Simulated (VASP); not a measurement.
# LiF (P2_1) in VASP: notebook

LiF is run at these levels: PBE, r2SCAN; tasks: single point.

Program: VASP 6.6.1. These are calculated values, not measurements. Logs are shortened: lines on timing, memory, paths and dates and some standing lists are left out, and cuts for length are marked.

### Step 1. The cell of the first run

It takes space group P2_1 (No. 4, monoclinic). The conventional cell has a = 3.023 Å, b = 4.785 Å, c = 3.082 Å, α = 90.00°, β = 118.11°, γ = 90.00°. Li (site symmetry 1) has 4 F at 1.85 to 1.87 Å within 2.5 Å. F (site symmetry 1) has 4 Li at 1.85 to 1.87 Å within 2.5 Å.

### Step 2. Single point, PBE (shear xy strain +4.4%)

INCAR reads:

```
ALGO = Normal ; EDIFF = 1E-7
ENCUT = 520 ; GGA = PE
ISIF = 2 ; ISMEAR = -1
LASPH = True ; LCHARG = True
LELF = True ; LREAL = False
LVHAR = True ; LWAVE = False
NBANDS = 18 ; NELM = 60
PREC = Accurate ; SIGMA = 0.02
```

KPOINTS reads:

```
k-points
0
Gamma
  12 12 6
```

POSCAR reads:

```
LiF
1.0
    3.0810126435      0.0673201263      0.0000000000
   -1.4822053823      2.6345751555      0.0000000000
    0.0000000000      0.0000000000      4.7853429566
Li F
2 2
Direct
    0.3292258348      0.6666771857     -0.0074876306
    0.6707741652      0.3333228143      0.4925123694
    0.3263558024      0.6673463813      0.3824876306
    0.6736441976      0.3326536187      0.8824876306
```

Potentials or basis: VASP PAW PBE potentials, release 64 (Li_sv, F).

Started as:

```
> cat potpaw_PBE.64/Li_sv/POTCAR potpaw_PBE.64/F/POTCAR > POTCAR
> mpirun -np 1 vasp_std > vasp.out
```

OUTCAR:

```text
EDIFF = 1E-7
   ENCUT = 520
   GGA = PE
   ISIF = 2
   ISMEAR = -1
   LASPH = True
   LREAL = False
   NELM = 60
   PREC = Accurate

 ion  position               nearest neighbor table
   1  0.329  0.667  0.993-   4 1.85   4 1.86   4 1.86   3 1.87
   2  0.671  0.333  0.493-   3 1.85   3 1.86   3 1.86   4 1.87
   3  0.326  0.667  0.382-   2 1.85   2 1.86   2 1.86   1 1.87
   4  0.674  0.333  0.882-   1 1.85   1 1.86   1 1.86   2 1.87

  Warning from LATTYP: Monoclinic adjustment (A1->A3, A2->A1, A3->A2)!
  LATTYP: Found a simple monoclinic cell.
 ALAT       =     3.0228991127
 B/A-ratio  =     1.5830309839
 C/A-ratio  =     1.0194677074
 COS(beta)  =    -0.4711701933

  Lattice vectors:

 A1 = (  -1.4822053823,   2.6345751555,   0.0000000000)
 A2 = (   0.0000000000,   0.0000000000,   4.7853429566)
 A3 = (   3.0810126435,   0.0673201263,   0.0000000000)

Analysis of symmetry for initial positions (statically):
=====================================================================
 Subroutine PRICEL returns:
 Original cell was already a primitive cell.

 Routine SETGRP: Setting up the symmetry group for a
 simple monoclinic supercell.

 Subroutine GETGRP returns: Found  2 space group operations
 (whereof  1 operations were pure point group operations)
 out of a pool of  4 trial point group operations.

The static configuration has the point symmetry C_1 .
 The point group associated with its full space group is C_2 .

Analysis of symmetry for dynamics (positions and initial velocities):
=====================================================================
 Subroutine PRICEL returns:
 Original cell was already a primitive cell.

 Routine SETGRP: Setting up the symmetry group for a
 simple monoclinic supercell.

 Subroutine GETGRP returns: Found  2 space group operations
 (whereof  1 operations were pure point group operations)
 out of a pool of  4 trial point group operations.

The dynamic configuration has the point symmetry C_1 .
 The point group associated with its full space group is C_2 .

 Subroutine INISYM returns: Found  2 space group operations
 (whereof  1 operations are pure point group operations),
 and found     1 'primitive' translations

----------------------------------------------------------------------------------------

                                     Primitive cell

  volume of cell :      39.3209

  direct lattice vectors                    reciprocal lattice vectors
     3.081012643  0.067320126  0.000000000     0.320627221  0.180384071  0.000000000
    -1.482205382  2.634575155  0.000000000    -0.008192845  0.374958566  0.000000000
     0.000000000  0.000000000  4.785342957     0.000000000  0.000000000  0.208971438

  length of vectors
     3.081748028  3.022899113  4.785342957     0.367886162  0.375048062  0.208971438

  position of ions in fractional coordinates (direct lattice)
     0.329225835  0.666677186  0.992512369
     0.670774165  0.333322814  0.492512369
     0.326355802  0.667346381  0.382487631
     0.673644198  0.332653619  0.882487631

  ion indices of the primitive-cell ions
   primitive index   ion index
                 1           1
                 2           2
                 3           3
                 4           4

----------------------------------------------------------------------------------------

 KPOINTS: k-points

Automatic generation of k-mesh.
 Grid dimensions read from file:
 generate k-points for:   12   12    6

 Generating k-lattice:

  Cartesian coordinates                     Fractional coordinates (reciprocal lattice)
     0.026718935  0.015032006  0.000000000     0.083333333  0.000000000  0.000000000
    -0.000682737  0.031246547  0.000000000     0.000000000  0.083333333  0.000000000
     0.000000000  0.000000000  0.034828573     0.000000000  0.000000000  0.166666667

  Length of vectors
     0.030657180  0.031254005  0.034828573

  Shift w.r.t. Gamma in fractional coordinates (k-lattice)
     0.000000000  0.000000000  0.000000000

 Subroutine IBZKPT returns following result:
 ===========================================

 Found    296 irreducible k-points:

 Following reciprocal coordinates:
            Coordinates               Weight
  0.000000  0.000000  0.000000      1.000000
  0.083333  0.000000  0.000000      2.000000
  0.166667  0.000000  0.000000      2.000000
  0.250000  0.000000  0.000000      2.000000
  0.333333  0.000000  0.000000      2.000000
  0.416667  0.000000  0.000000      2.000000
[... 16 lines left out ...]
  0.250000  0.166667  0.000000      2.000000
  0.333333  0.166667  0.000000      2.000000
 [... further k-points ...]
   k-points           NKPTS =    296   k-points in BZ     NKDIM =    296   number of bands    NBANDS=     18
   number of dos      NEDOS =    301   number of ions     NIONS =      4
   total plane-waves  NPLWV =  20736
   dimension x,y,z NGX =    24 NGY =   24 NGZ =   36
   dimension x,y,z NGXF=    48 NGYF=   48 NGZF=   72
   ions per type =               2   2
   NGX,Y,Z   is equivalent  to a cutoff of  12.95, 13.20, 12.51 a.u.
   NGXF,Y,Z  is equivalent  to a cutoff of  25.89, 26.40, 25.01 a.u.
 SYSTEM =  unknown system
   PREC   = accura    normal or accurate (medium, high low for compatibility)
   ISTART =      0    job   : 0-new  1-cont  2-samecut
   ICHARG =      2    charge: 1-file 2-atom 10-const
   ISPIN  =      1    spin polarized calculation?
   LNONCOLLINEAR =      F non collinear calculations
   LSORBIT =      F    spin-orbit coupling
   LASPH  =      T    aspherical Exc in radial PAW
   ENCUT  =  520.0 eV  38.22 Ry    6.18 a.u.   5.73  5.62  8.90*2*pi/ulx,y,z
   NELM   =     60;   NELMIN=  2; NELMDL= -5     # of ELM steps
   EDIFF  = 0.1E-06   stopping-criterion for ELM
   LREAL  =      F    real-space projection
   EDIFFG = 0.1E-05   stopping-criterion for IOM
   NSW    =      0    number of steps for IOM
   IBRION =     -1    ionic relax: 0-MD 1-quasi-New 2-CG
   NFREE  =      0    steps in history (QN), initial steepest desc. (CG)
   ISIF   =      2    stress and relaxation
   ISYM   =      2    0-nonsym 1-usesym 2-fastsym
   POTIM  = 0.5000    time-step for ionic-motion
   TEBEG  =    0.0;   TEEND  =   0.0 temperature during run
   PSTRESS=    0.0 pullay stress
   NELECT =      20.0000    total number of electrons
   NUPDOWN=      -1.0000    fix difference up-down
   EMIN   =  10.00;   EMAX   =-10.00  energy-range for DOS
   EFERMI =   0.00;   METHOD = LEGACY
   ISMEAR =    -1;   SIGMA  =   0.02  broadening in eV -4-tet -1-fermi 0-gaus
   EFERMI_NEDOS =   21; number of points for ismear=-14 and -15
   IALGO  =     38    algorithm
   IMIX   =      4    mixing-type and parameters
     AMIX     =   0.40;   BMIX     =  1.00
     AMIX_MAG =   1.60;   BMIX_MAG =  1.00
  volume/ion in A,a.u.               =       9.83        66.34
  Fermi-wavevector in a.u.,A,eV,Ry     =   1.306804  2.469501 23.235163  1.707736
  Thomas-Fermi vector in A             =   2.437581
   LORBIT       =      0    0 simple, 1 ext, 2 COOP (PROOUT), +10 PAW based schemes
   GGA     = PE    functional components
   LHFCALC =     F    Hartree Fock is set to
   AEXX    =    0.0000 exact exchange contribution
   IVDW    =     0    specifies the selected vdW correction
   LEPSILON=     F    determine dielectric tensor
   LRPA    =     F    only Hartree local field effects (RPA)
 non-spin polarized calculation
  energy-cutoff  :      520.00
  volume of cell :       39.32
 maximum number of plane-waves:      1079
   NGX = 11   NGY = 11   NGZ = 17

 number of electron      20.0000018 magnetization

 Free energy of the ion-electron system (eV)
  ---------------------------------------------------
  ext. energy  EPLUGINS =         0.00000000
  ---------------------------------------------------
  free energy    TOTEN  =       -19.27337742 eV

  energy without entropy =      -19.27337742  energy(sigma->0) =      -19.27337742

 E-fermi :  -1.9931     XC(G=0):  -8.8786

 val. band max:       -2.3974399644   @ k =   0.0000   0.0000   0.0000
 cond. band min:       5.4419429158   @ k =   0.0000   0.0000   0.0000
 fundamental gap:      7.8393828802
 Fermi energy:        -1.9930546996

 k-point     1 :       0.0000    0.0000    0.0000
  band No.  band energies     occupation
      1     -42.8410      2.00000
      2     -42.7976      2.00000
      3     -21.8768      2.00000
      4     -21.6251      2.00000
      5      -4.6158      2.00000
      6      -2.9974      2.00000
[... 10 lines left out ...]
     17      17.4279      0.00000
     18      18.2034      0.00000

 k-point     2 :       0.0833    0.0000    0.0000
  band No.  band energies     occupation
      1     -42.8389      2.00000
      2     -42.7967      2.00000
      3     -21.8686      2.00000
      4     -21.6243      2.00000
      5      -4.5813      2.00000
      6      -3.0610      2.00000
[... 10 lines left out ...]
     17      17.5485      0.00000
     18      18.1346      0.00000

 k-point     3 :       0.1667    0.0000    0.0000
  band No.  band energies     occupation
      1     -42.8331      2.00000
      2     -42.7947      2.00000
      3     -21.8456      2.00000
      4     -21.6231      2.00000
      5      -4.4854      2.00000
      6      -3.2526      2.00000
[... 10 lines left out ...]
     17      17.5390      0.00000
     18      17.7745      0.00000

 k-point     4 :       0.2500    0.0000    0.0000
  band No.  band energies     occupation
      1     -42.8248      2.00000
      2     -42.7923      2.00000
      3     -21.8114      2.00000
      4     -21.6241      2.00000
      5      -4.3600      2.00000
      6      -3.5245      2.00000
[... 10 lines left out ...]
     17      17.7196      0.00000
     18      17.8783      0.00000

 k-point     5 :       0.3333    0.0000    0.0000
  band No.  band energies     occupation
      1     -42.8158      2.00000
      2     -42.7906      2.00000
      3     -21.7720      2.00000
      4     -21.6301      2.00000
      5      -4.3021      2.00000
      6      -3.7032      2.00000
[... 10 lines left out ...]
     17      17.5783      0.00000
     18      18.1451      0.00000

 k-point     6 :       0.4167    0.0000    0.0000
  band No.  band energies     occupation
      1     -42.8084      2.00000
      2     -42.7903      2.00000
      3     -21.7362      2.00000
      4     -21.6415      2.00000
      5      -4.3807      2.00000
      6      -3.6893      2.00000
[... 10 lines left out ...]
     17      17.3657      0.00000
     18      18.4057      0.00000

 k-point     7 :       0.5000    0.0000    0.0000
  band No.  band energies     occupation
      1     -42.8053      2.00000
      2     -42.7905      2.00000
      3     -21.7189      2.00000
      4     -21.6495      2.00000
      5      -4.4336      2.00000
      6      -3.6821      2.00000
[... 10 lines left out ...]
     17      17.2553      0.00000
     18      18.5172      0.00000

 k-point     8 :       0.0000    0.0833    0.0000
  band No.  band energies     occupation
      1     -42.8388      2.00000
      2     -42.7966      2.00000
      3     -21.8673      2.00000
      4     -21.6230      2.00000
      5      -4.5786      2.00000
      6      -3.0419      2.00000
[... 10 lines left out ...]
     17      17.5292      0.00000
     18      18.1898      0.00000
[... 229 lines left out ...]
     17      17.4782      0.00000
     18      18.2369      0.00000

 k-point    20 :      -0.0000    0.1667    0.0000
  band No.  band energies     occupation
      1     -42.8326      2.00000
      2     -42.7943      2.00000
      3     -21.8408      2.00000
      4     -21.6185      2.00000
      5      -4.4747      2.00000
      6      -3.2106      2.00000
[... 10 lines left out ...]
     17      17.6454      0.00000
     18      17.8020      0.00000

 k-point    21 :       0.0833    0.1667    0.0000
  band No.  band energies     occupation
      1     -42.8276      2.00000
      2     -42.7929      2.00000
      3     -21.8213      2.00000
      4     -21.6200      2.00000
      5      -4.3887      2.00000
      6      -3.3853      2.00000
[... 10 lines left out ...]
     17      17.6962      0.00000
     18      18.1146      0.00000

 k-point    22 :       0.1667    0.1667    0.0000
  band No.  band energies     occupation
      1     -42.8202      2.00000
      2     -42.7910      2.00000
      3     -21.7904      2.00000
      4     -21.6226      2.00000
      5      -4.2552      2.00000
      6      -3.7207      2.00000
[... 10 lines left out ...]
     17      17.8488      0.00000
     18      18.4724      0.00000

 k-point    23 :       0.2500    0.1667    0.0000
  band No.  band energies     occupation
      1     -42.8120      2.00000
      2     -42.7900      2.00000
      3     -21.7535      2.00000
      4     -21.6290      2.00000
      5      -4.1708      2.00000
      6      -3.9552      2.00000
[... 10 lines left out ...]
     17      17.4396      0.00000
     18      18.4183      0.00000

 k-point    24 :       0.3333    0.1667    0.0000
  band No.  band energies     occupation
      1     -42.8049      2.00000
      2     -42.7901      2.00000
      3     -21.7180      2.00000
      4     -21.6393      2.00000
      5      -4.3385      2.00000
      6      -3.8263      2.00000
[... 10 lines left out ...]
     17      16.9852      0.00000
     18      18.5382      0.00000

 [... further k-points ...]
[... 5 lines left out ...]
  --------------------------------------------------------------------------------------
  -------------------------------------------------------------------------------------
  Total        0.6692551      0.7146248      0.6914329     -0.2082083      0.0000000      0.0000000
  in kB       27.2696142     29.1182593     28.1732751     -8.4837006      0.0000000      0.0000000
  external PRESSURE =      28.1870495 kB  Pullay stress =       0.0000000 kB

 VOLUME and BASIS-vectors are now :
 -----------------------------------------------------------------------------
  energy-cutoff  :      520.00
  volume of cell :       39.32
      direct lattice vectors                 reciprocal lattice vectors
     3.081012643  0.067320126  0.000000000     0.320627221  0.180384071  0.000000000
    -1.482205382  2.634575155  0.000000000    -0.008192845  0.374958566  0.000000000
     0.000000000  0.000000000  4.785342957     0.000000000  0.000000000  0.208971438

 POSITION                                       TOTAL-FORCE (eV/Angst)
 -----------------------------------------------------------------------------------
      0.02620      1.77857      4.74951        -0.002218     -0.000072     -0.002713
      1.57261      0.92332      2.35684         0.002218      0.000072     -0.002713
      0.01636      1.78014      1.83033        -0.002401     -0.001029      0.002713
      1.58245      0.92175      4.22301         0.002401      0.001029      0.002713
 -----------------------------------------------------------------------------------
    total drift:                               -0.000000     -0.000001      0.005482

  FREE ENERGIE OF THE ION-ELECTRON SYSTEM (eV)
  ---------------------------------------------------
  free  energy   TOTEN  =       -19.2733774192 eV

  energy  without entropy=      -19.2733774192  energy(sigma->0) =      -19.27337742
```

It took 56 s on 1 thread of Intel Xeon 6975P-C (Granite Rapids), shared host; peak memory 0.27 GiB.

What came out:

| Item | Value |
| --- | --- |
| Free energy | -19.2734 eV |
| Largest force | 0.004 eV/Å |
| Band gap on the k mesh | 7.84 eV, direct |

Forces in eV/Å, atoms in the order of the input:
```
Li  -0.002  0.000 -0.003
Li   0.002  0.000 -0.003
F   -0.002 -0.001  0.003
F    0.002  0.001  0.003
```

Levels at points of the mesh, in eV from the valence-band top:
| k point | band 6 | band 7 | band 8 | band 9 | band 10 | band 11 | band 12 | band 13 | band 14 | band 15 |
| --- | --- | --- | --- | --- | --- | --- | --- | --- | --- | --- |
| (0.00, 0.00, 0.00) | -0.60 | -0.43 | -0.24 | -0.12 | 0.00 | 7.84 | 12.17 | 15.40 | 18.26 | 18.90 |
| (0.50, 0.00, 0.00) | -1.28 | -1.08 | -0.92 | -0.58 | -0.31 | 11.20 | 12.31 | 14.86 | 15.03 | 17.21 |
| (0.00, 0.50, 0.00) | -1.28 | -1.07 | -1.04 | -0.56 | -0.41 | 11.25 | 12.30 | 14.93 | 15.11 | 17.33 |
| (0.50, 0.50, 0.00) | -1.26 | -1.17 | -1.06 | -0.53 | -0.50 | 11.33 | 12.29 | 15.00 | 15.21 | 17.56 |
| (0.00, 0.00, 0.50) | -1.17 | -0.42 | -0.42 | -0.27 | -0.27 | 9.56 | 9.56 | 17.73 | 17.73 | 18.62 |
| (0.50, 0.00, 0.50) | -1.84 | -0.63 | -0.63 | -0.57 | -0.57 | 11.17 | 11.17 | 14.88 | 14.88 | 19.45 |
| (0.00, 0.50, 0.50) | -1.82 | -0.74 | -0.74 | -0.57 | -0.57 | 11.22 | 11.22 | 14.99 | 14.99 | 19.06 |
| (0.50, 0.50, 0.50) | -1.81 | -0.85 | -0.85 | -0.57 | -0.57 | 11.29 | 11.29 | 15.08 | 15.08 | 18.77 |

Caveat: the cell differs from its parent crystal (shear xy strain +4.4%); the cutoff is under 1.25 times the usual one of these potentials, so pressure, stress and relaxed cells hold a basis-set (Pulay) error. A k mesh can miss the band edges.

### Step 3. Single point, r2SCAN (shear xy strain +4.4%)

POSCAR is that of step 2.

INCAR.step1 reads:

```
PREC = Accurate
ENCUT = 520
ISMEAR = 0
SIGMA = 0.01
LREAL = False
LASPH = True
NELM = 60
NBANDS = 18
GGA = PE
ALGO = Normal
EDIFF = 1E-4
LWAVE = True
LCHARG = False
```

INCAR.step2 reads:

```
PREC = Accurate
ENCUT = 520
EDIFF = 1E-6
ISMEAR = 0
SIGMA = 0.01
LREAL = False
LASPH = True
NELM = 60
ALGO = Normal
ISIF = 2
LWAVE = False
LCHARG = True
METAGGA = R2SCAN
LMIXTAU = True
LELF = True
LVHAR = True
NBANDS = 18
ISTART = 1
```

KPOINTS reads:

```
regular mesh
0
Gamma
  12 12 6
```

Potentials or basis: VASP PAW PBE potentials, release 64 (Li_sv, F).

Started as:

```
> cat potpaw_PBE.64/Li_sv/POTCAR potpaw_PBE.64/F/POTCAR > POTCAR
> cp INCAR.step1 INCAR
> mpirun -np 1 vasp_std > vasp.out
> cp INCAR.step2 INCAR
> mpirun -np 1 vasp_std > vasp.out
```

Run time: 4.1 min. Hardware: 1 thread of Intel Xeon 6975P-C (Granite Rapids), shared host; peak memory 0.27 GiB.

It converged, with:

```
Free energy            : -23.6549 eV
Largest force          : 0.024 eV/Å
Band gap on the k mesh : 8.68 eV, direct
```

Forces on the atoms (eV/Å):
```
Li  -0.004  0.020 -0.012
Li   0.004 -0.020 -0.012
F    0.002 -0.001  0.012
F   -0.002  0.001  0.012
```

Levels at points of the mesh, in eV from the valence-band top:
| k point | band 7 | band 8 | band 9 | band 10 | band 11 | band 12 | band 13 | band 14 |
| --- | --- | --- | --- | --- | --- | --- | --- | --- |
| (0.00, 0.00, 0.00) | -0.43 | -0.24 | -0.13 | 0.00 | 8.68 | 13.10 | 16.53 | 19.61 |
| (0.50, 0.00, 0.00) | -1.06 | -0.91 | -0.57 | -0.31 | 11.98 | 13.21 | 15.90 | 16.11 |
| (0.00, 0.50, 0.00) | -1.05 | -1.04 | -0.55 | -0.41 | 12.04 | 13.20 | 15.96 | 16.20 |
| (0.50, 0.50, 0.00) | -1.17 | -1.04 | -0.52 | -0.50 | 12.11 | 13.19 | 16.02 | 16.30 |
| (0.00, 0.00, 0.50) | -0.42 | -0.42 | -0.28 | -0.28 | 10.41 | 10.41 | 18.99 | 18.99 |
| (0.50, 0.00, 0.50) | -0.62 | -0.62 | -0.56 | -0.56 | 12.01 | 12.01 | 15.94 | 15.94 |
| (0.00, 0.50, 0.50) | -0.74 | -0.74 | -0.56 | -0.56 | 12.05 | 12.05 | 16.05 | 16.05 |
| (0.50, 0.50, 0.50) | -0.85 | -0.85 | -0.57 | -0.57 | 12.12 | 12.12 | 16.14 | 16.14 |

Caveat: the cell differs from its parent crystal (shear xy strain +4.4%); the cutoff is under 1.25 times the usual one of these potentials, so pressure, stress and relaxed cells hold a basis-set (Pulay) error; the PAW data sets were made with another functional, which shifts forces and pressure a little. A k mesh can miss the band edges.
